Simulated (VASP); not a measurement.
# Ta3N (P-3m1) in VASP: notebook, part 2 of 2

VASP 6.6.1. The steps go on from the part before.

### Step 4. Single point, PBEsol

This run uses another cell than the first one, of 15.58 Å³/atom, 1.040 times its volume.

The input, INCAR:

```
SYSTEM = Ta3N
PREC = Accurate
ENCUT = 520
EDIFF = 1E-6
ISMEAR = -1
SIGMA = 0.05
LREAL = .FALSE.
LASPH = .TRUE.
NELM = 100
ALGO = Normal
ISIF = 2
LWAVE = .FALSE.
LCHARG = .FALSE.
GGA = PS
NBANDS = 27
```

The input, KPOINTS:

```
regular mesh
0
G
  10 10 4
  0 0 0
```

The input, POSCAR:

```
Ta3N
1.0
    3.0721262478      0.0000000000      0.0000000000
   -1.5360631240      2.6605393743      0.0000000000
    0.0000000000      0.0000000000      7.6231501572
Ta N
3 1
Direct
    0.6666666667      0.3333333333      0.8260700000
    0.3333333333      0.6666666667      0.1739300000
    0.0000000000      0.0000000000      0.5000000000
    0.0000000000      0.0000000000      0.0000000000
```

Potentials or basis: VASP PAW PBE potentials, release 64 (Ta_pv, N).

On the command line:

```
$ cat potpaw_PBE.64/Ta_pv/POTCAR potpaw_PBE.64/N/POTCAR > POTCAR
$ mpirun -np 1 vasp_std > vasp.out
```

OUTCAR:

```text
SYSTEM = Ta3N
   PREC = Accurate
   ENCUT = 520
   EDIFF = 1E-6
   ISMEAR = -1
   LREAL = .FALSE.
   LASPH = .TRUE.
   NELM = 100
   ISIF = 2
   GGA = PS

 ion  position               nearest neighbor table
   1  0.667  0.333  0.826-   4 2.21   4 2.21   4 2.21   3 3.05   3 3.05   3 3.05   2 3.19   2 3.19
                             2 3.19
   2  0.333  0.667  0.174-   4 2.21   4 2.21   4 2.21   3 3.05   3 3.05   3 3.05   1 3.19   1 3.19
                             1 3.19
   3  0.000  0.000  0.500-   1 3.05   2 3.05   1 3.05   2 3.05   1 3.05   2 3.05
   4  0.000  0.000  0.000-   1 2.21   2 2.21   1 2.21   2 2.21   1 2.21   2 2.21

  LATTYP: Found a hexagonal cell.
 ALAT       =     3.0721262478
 C/A-ratio  =     2.4813922158

  Lattice vectors:

 A1 = (   3.0721262478,   0.0000000000,   0.0000000000)
 A2 = (  -1.5360631240,   2.6605393743,   0.0000000000)
 A3 = (   0.0000000000,   0.0000000000,   7.6231501572)

Analysis of symmetry for initial positions (statically):
=====================================================================
 Subroutine PRICEL returns:
 Original cell was already a primitive cell.

 Routine SETGRP: Setting up the symmetry group for a
 hexagonal supercell.

 Subroutine GETGRP returns: Found 12 space group operations
 (whereof 12 operations were pure point group operations)
 out of a pool of 24 trial point group operations.

The static configuration has the point symmetry D_3d.

Analysis of symmetry for dynamics (positions and initial velocities):
=====================================================================
 Subroutine PRICEL returns:
 Original cell was already a primitive cell.

 Routine SETGRP: Setting up the symmetry group for a
 hexagonal supercell.

 Subroutine GETGRP returns: Found 12 space group operations
 (whereof 12 operations were pure point group operations)
 out of a pool of 24 trial point group operations.

The dynamic configuration has the point symmetry D_3d.

 Subroutine INISYM returns: Found 12 space group operations
 (whereof 12 operations are pure point group operations),
 and found     1 'primitive' translations

----------------------------------------------------------------------------------------

                                     Primitive cell

  volume of cell :      62.3079

  direct lattice vectors                    reciprocal lattice vectors
     3.072126248  0.000000000  0.000000000     0.325507456  0.187931817  0.000000000
    -1.536063124  2.660539374  0.000000000     0.000000000  0.375863635  0.000000000
     0.000000000  0.000000000  7.623150157     0.000000000  0.000000000  0.131179365

  length of vectors
     3.072126248  3.072126248  7.623150157     0.375863635  0.375863635  0.131179365

  position of ions in fractional coordinates (direct lattice)
     0.666666667  0.333333333  0.826070000
     0.333333333  0.666666667  0.173930000
     0.000000000  0.000000000  0.500000000
     0.000000000  0.000000000  0.000000000

  ion indices of the primitive-cell ions
   primitive index   ion index
                 1           1
                 2           2
                 3           3
                 4           4

----------------------------------------------------------------------------------------

 KPOINTS: regular mesh

Automatic generation of k-mesh.
 Grid dimensions read from file:
 generate k-points for:   10   10    4

 Generating k-lattice:

  Cartesian coordinates                     Fractional coordinates (reciprocal lattice)
     0.032550746  0.018793182  0.000000000     0.100000000  0.000000000  0.000000000
     0.000000000  0.037586363  0.000000000     0.000000000  0.100000000  0.000000000
     0.000000000  0.000000000  0.032794841     0.000000000  0.000000000  0.250000000

  Length of vectors
     0.037586363  0.037586363  0.032794841

  Shift w.r.t. Gamma in fractional coordinates (k-lattice)
     0.000000000  0.000000000  0.000000000

 Subroutine IBZKPT returns following result:
 ===========================================

 Found     50 irreducible k-points:

 Following reciprocal coordinates:
            Coordinates               Weight
  0.000000  0.000000  0.000000      1.000000
  0.100000 -0.000000  0.000000      6.000000
  0.200000 -0.000000  0.000000      6.000000
  0.300000 -0.000000  0.000000      6.000000
  0.400000 -0.000000  0.000000      6.000000
  0.500000 -0.000000  0.000000      3.000000
[... 16 lines left out ...]
  0.000000  0.400000  0.250000      6.000000
  0.500000 -0.000000  0.250000      6.000000
 [... further k-points ...]
   k-points           NKPTS =     50   k-points in BZ     NKDIM =     50   number of bands    NBANDS=     27
   number of dos      NEDOS =    301   number of ions     NIONS =      4
   total plane-waves  NPLWV =  34560
   dimension x,y,z NGX =    24 NGY =   24 NGZ =   60
   dimension x,y,z NGXF=    48 NGYF=   48 NGZF=  120
   ions per type =               3   1
   NGX,Y,Z   is equivalent  to a cutoff of  12.99, 12.99, 13.08 a.u.
   NGXF,Y,Z  is equivalent  to a cutoff of  25.97, 25.97, 26.17 a.u.
 SYSTEM =  Ta3N
   PREC   = accura    normal or accurate (medium, high low for compatibility)
   ISTART =      0    job   : 0-new  1-cont  2-samecut
   ICHARG =      2    charge: 1-file 2-atom 10-const
   ISPIN  =      1    spin polarized calculation?
   LNONCOLLINEAR =      F non collinear calculations
   LSORBIT =      F    spin-orbit coupling
   LASPH  =      T    aspherical Exc in radial PAW
   ENCUT  =  520.0 eV  38.22 Ry    6.18 a.u.   5.71  5.71 14.17*2*pi/ulx,y,z
   NELM   =    100;   NELMIN=  2; NELMDL= -5     # of ELM steps
   EDIFF  = 0.1E-05   stopping-criterion for ELM
   LREAL  =      F    real-space projection
   EDIFFG = 0.1E-04   stopping-criterion for IOM
   NSW    =      0    number of steps for IOM
   IBRION =     -1    ionic relax: 0-MD 1-quasi-New 2-CG
   NFREE  =      0    steps in history (QN), initial steepest desc. (CG)
   ISIF   =      2    stress and relaxation
   ISYM   =      2    0-nonsym 1-usesym 2-fastsym
   POTIM  = 0.5000    time-step for ionic-motion
   TEBEG  =    0.0;   TEEND  =   0.0 temperature during run
   PSTRESS=    0.0 pullay stress
   NELECT =      38.0000    total number of electrons
   NUPDOWN=      -1.0000    fix difference up-down
   EMIN   =  10.00;   EMAX   =-10.00  energy-range for DOS
   EFERMI =   0.00;   METHOD = LEGACY
   ISMEAR =    -1;   SIGMA  =   0.05  broadening in eV -4-tet -1-fermi 0-gaus
   EFERMI_NEDOS =   21; number of points for ismear=-14 and -15
   IALGO  =     38    algorithm
   IMIX   =      4    mixing-type and parameters
     AMIX     =   0.40;   BMIX     =  1.00
     AMIX_MAG =   1.60;   BMIX_MAG =  1.00
  volume/ion in A,a.u.               =      15.58       105.12
  Fermi-wavevector in a.u.,A,eV,Ry     =   1.388316  2.623537 26.224154  1.927421
  Thomas-Fermi vector in A             =   2.512454
   LORBIT       =      0    0 simple, 1 ext, 2 COOP (PROOUT), +10 PAW based schemes
   GGA     = PS    functional components
   LHFCALC =     F    Hartree Fock is set to
   AEXX    =    0.0000 exact exchange contribution
   IVDW    =     0    specifies the selected vdW correction
   LEPSILON=     F    determine dielectric tensor
   LRPA    =     F    only Hartree local field effects (RPA)
 non-spin polarized calculation
  energy-cutoff  :      520.00
  volume of cell :       62.31
 maximum number of plane-waves:      1692
 NGX is ok and might be reduce to    24
   NGX = 11   NGY = 11   NGZ = 29

 number of electron      38.0000007 magnetization

 Free energy of the ion-electron system (eV)
  ---------------------------------------------------
  ext. energy  EPLUGINS =         0.00000000
  ---------------------------------------------------
  free energy    TOTEN  =       -48.20902159 eV

  energy without entropy =      -48.18335704  energy(sigma->0) =      -48.19618932

 E-fermi :   6.1283     XC(G=0): -12.6079

 val. band max:        6.1227002695   @ k =   0.2000  -0.0000   0.0000
 cond. band min:       6.1299647166   @ k =   0.2000   0.2000   0.0000
 fundamental gap:      0.0072644471
 Fermi energy:         6.1282646288

 k-point     1 :       0.0000    0.0000    0.0000
  band No.  band energies     occupation
      1     -29.0179      2.00000
      2     -28.7657      2.00000
      3     -28.4871      2.00000
      4     -28.4871      2.00000
      5     -28.4610      2.00000
      6     -28.4610      2.00000
[... 19 lines left out ...]
     26       8.2862      0.00000
     27       9.2237      0.00000
[... 667 lines left out ...]
      5     -28.6624      2.00000
      6     -28.5857      2.00000
[... 19 lines left out ...]
     26      10.7241      0.00000
     27      11.4252      0.00000

 [... further k-points ...]
[... 5 lines left out ...]
  --------------------------------------------------------------------------------------
  -------------------------------------------------------------------------------------
  Total       -6.3288075     -6.3288075     -6.2322512      0.0000000      0.0000000      0.0000000
  in kB     -162.7381019   -162.7381019   -160.2552654      0.0000000      0.0000000      0.0000000
  external PRESSURE =    -161.9104897 kB  Pullay stress =       0.0000000 kB

 VOLUME and BASIS-vectors are now :
 -----------------------------------------------------------------------------
  energy-cutoff  :      520.00
  volume of cell :       62.31
      direct lattice vectors                 reciprocal lattice vectors
     3.072126248  0.000000000  0.000000000     0.325507456  0.187931817  0.000000000
    -1.536063124  2.660539374  0.000000000     0.000000000  0.375863635  0.000000000
     0.000000000  0.000000000  7.623150157     0.000000000  0.000000000  0.131179365

 POSITION                                       TOTAL-FORCE (eV/Angst)
 -----------------------------------------------------------------------------------
      1.53606      0.88685      6.29726         0.000000      0.000000      0.560591
     -0.00000      1.77369      1.32589        -0.000000     -0.000000     -0.560591
      0.00000      0.00000      3.81158         0.000000      0.000000      0.000000
      0.00000      0.00000      0.00000         0.000000      0.000000      0.000000
 -----------------------------------------------------------------------------------
    total drift:                                0.000000     -0.000000      0.000000

  FREE ENERGIE OF THE ION-ELECTRON SYSTEM (eV)
  ---------------------------------------------------
  free  energy   TOTEN  =       -48.2090215946 eV

  energy  without entropy=      -48.1833570385  energy(sigma->0) =      -48.19618932
```

OSZICAR:

```text
N       E                     dE             d eps       ncg     rms          rms(c)
DAV:   1     0.332993493167E+03    0.33299E+03   -0.21128E+04  2700   0.146E+03
DAV:   2    -0.358357900929E+02   -0.36883E+03   -0.36023E+03  3061   0.422E+02
DAV:   3    -0.518591351335E+02   -0.16023E+02   -0.15690E+02  3470   0.802E+01
DAV:   4    -0.521341949658E+02   -0.27506E+00   -0.27191E+00  3413   0.101E+01
DAV:   5    -0.521378333411E+02   -0.36384E-02   -0.36314E-02  3537   0.106E+00    0.271E+01
DAV:   6    -0.487432854035E+02    0.33945E+01   -0.15130E+01  3528   0.227E+01    0.125E+01
DAV:   7    -0.482871097941E+02    0.45618E+00   -0.20427E+00  3364   0.862E+00    0.550E+00
DAV:   8    -0.482178504522E+02    0.69259E-01   -0.38236E-01  3421   0.388E+00    0.799E-01
DAV:   9    -0.482154752227E+02    0.23752E-02   -0.13765E-01  3612   0.191E+00    0.513E-01
DAV:  10    -0.482096509294E+02    0.58243E-02   -0.42362E-02  3550   0.865E-01    0.243E-01
DAV:  11    -0.482090871928E+02    0.56374E-03   -0.46872E-03  3686   0.400E-01    0.660E-02
DAV:  12    -0.482090221361E+02    0.65057E-04   -0.43139E-04  3489   0.124E-01    0.287E-02
DAV:  13    -0.482090230997E+02   -0.96354E-06   -0.26522E-05  3189   0.334E-02    0.941E-03
DAV:  14    -0.482090215603E+02    0.15393E-05   -0.76570E-06  3345   0.163E-02    0.339E-03
DAV:  15    -0.482090215946E+02   -0.34251E-07   -0.52649E-07  1752   0.509E-03
   1 F= -.48209022E+02 E0= -.48196189E+02  d E =-.256646E-01
```

It took 31 s on 1 thread of Intel Xeon 6975P-C (Granite Rapids), shared host; peak memory 0.21 GiB.

What came out:

* Free energy: -48.2090 eV
* Pressure: -16.2 GPa
* Largest force: 0.561 eV/Å
* Band gap on the k mesh: zero (band 19 reaches 6.46 eV, above the bottom of band 20 at 5.88 eV)

Forces in eV/Å, atoms in the order of the input:
```
Ta   0.000  0.000  0.561
Ta   0.000  0.000 -0.561
Ta   0.000  0.000  0.000
N    0.000  0.000  0.000
```

Levels at points of the mesh, in eV from the Fermi level:
```csv
k point,band 16,band 17,band 18,band 19,band 20,band 21,band 22,band 23
"(0.00, 0.00, 0.00)",-1.40,-0.44,-0.44,-0.29,0.27,0.27,0.92,1.77
"(0.50, 0.00, 0.00)",-2.99,-1.17,-0.49,0.17,0.66,0.79,3.32,3.79
"(0.00, 0.00, 0.50)",-1.19,-1.09,-0.24,-0.24,0.52,0.52,1.19,1.22
"(0.50, 0.00, 0.50)",-2.77,-1.33,-1.19,0.10,0.89,1.19,2.29,4.17
```

Caveat: the PAW data sets were made with another functional, which shifts forces and pressure a little; spin-orbit coupling is left out, which moves the levels of the heavy elements.

### Step 5. Overview

| cell | gap on the mesh (eV) | pressure (GPa) | largest force (eV/Å) |
| --- | --- | --- | --- |
| a = 3.032, b = 3.032, c = 7.524 Å, angles 90.0, 90.0, 120.0°, 4 atoms | none | -7.8 | 0.34 |
| a = 3.052, b = 3.052, c = 7.574 Å, angles 90.0, 90.0, 120.0°, 4 atoms | none | -12.2 | 0.46 |
| a = 3.072, b = 3.072, c = 7.623 Å, angles 90.0, 90.0, 120.0°, 4 atoms | none | -16.2 | 0.56 |

Alike in all rows: task single point; level PBEsol; potentials or basis VASP PAW PBE potentials, release 64 (Ta_pv, N); no spin polarisation; k mesh 10 × 10 × 4; cutoff (eV) 520; smearing fermi-dirac 0.05 eV.

Caveats: the PAW data sets were made with another functional, which shifts forces and pressure a little; spin-orbit coupling is left out, which moves the levels of the heavy elements.

Total energies depend on the potentials used, so only differences within one code and one set of settings carry meaning.
